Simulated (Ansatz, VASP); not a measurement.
# Two plane-wave programs on Pd

```
Pd
1.0
    -1.52722    1.52722    1.52722
     1.52722   -1.52722    1.52722
     1.52722    1.52722   -1.52722
Pd
1
Direct
  0.00000 0.00000 0.00000
```

Alike in both runs: functional LDA; k mesh 18 × 18 × 18; occupations gaussian, width 0.1 eV; no spin polarisation.

Ansatz relaxed the structure, and its values are those at the end. VASP's run is a single point on that final structure, the one shown.

```csv
,VASP,Ansatz
version,VASP 6.6.1,Ansatz 0.2.0
potentials or method,"VASP PAW LDA potentials, release 64 (Pd), cutoff 500 eV","scalar-relativistic, plane waves, PAW"
valence electrons in the cell,10,18
```

Ansatz gave:

```
gap on the k mesh at the Fermi level (eV) : none
pressure (GPa)                            : 0.0
```

What did VASP give for the same quantities?

gap on the k mesh at the Fermi level (eV): none; pressure (GPa): 0.3.

Ansatz warns that its potentials were made for another functional, while VASP's fit it. LDA's correlation is that of Perdew and Zunger in VASP and of Perdew and Wang (1992) in Ansatz. A gap of «none» marks a metal or a gap that the smearing closes. VASP's potentials hold 10 valence electrons a cell and Ansatz's 18, so a difference there can come from the potentials and not from the codes.
